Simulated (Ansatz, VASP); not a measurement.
## Two plane-wave programs on Fe

Contents of INCAR:

```
SYSTEM = Fe
PREC = Accurate
ENCUT = 520
EDIFF = 1E-6
ISMEAR = -1
SIGMA = 0.1
LREAL = .FALSE.
LASPH = .TRUE.
NELM = 200
ALGO = Normal
ISIF = 2
LWAVE = .FALSE.
LCHARG = .TRUE.
ISPIN = 2
MAGMOM = 4.4
LORBIT = 11
LMAXMIX = 4
GGA = PE
LELF = .TRUE.
LVHAR = .TRUE.
NBANDS = 14
GGA_COMPAT = .FALSE.
```

KPOINTS

```
regular mesh
0
G
  1 1 1
  0 0 0
```

POSCAR

```
Fe
1.0
    8.5000000000      0.0000000000      0.0000000000
    0.0000000000      8.5000000000      0.0000000000
    0.0000000000      0.0000000000      8.5000000000
Fe
1
Direct
    0.0000000000      0.0000000000      0.0000000000
```

Input for Ansatz:

```yaml
crystal:
  lattice:
    - [8.5, 0, 0]
    - [0, 8.5, 0]
    - [0, 0, 8.5]
  atoms:
    - { symbol: Fe, position: [0, 0, 0] }
kpoints:
  mp_grid: { grid: [1, 1, 1], shift: [0, 0, 0] }
hamiltonian:
  xc: pbe
  pseudopotentials: { kind: nc }
scf:
  occupations: { method: fermi_dirac }
magnetization:
  spin_polarized: true
```

Alike in both runs: task single point; functional PBE; k mesh 1 × 1 × 1; collinear spin.

|  | VASP | Ansatz |
| --- | --- | --- |
| version | VASP 6.6.1 | Ansatz 0.2 development build |
| potentials or method | VASP PAW PBE potentials, release 64 (Fe) | scalar-relativistic |
| plane-wave cutoff (eV) | 520 | 1225 |
| occupations | fermi-dirac, width 0.1 eV | fermi-dirac |

```csv
,VASP,Ansatz,Ansatz less VASP
net moment per atom (μB),4.00,4.00,0.000
size of the moment on the site where the two differ most (μB),3.53,4.00,+0.468
```

Site moments also hang on the region over which each program counts them. Ansatz's warnings: reached outside group, stability check not made.
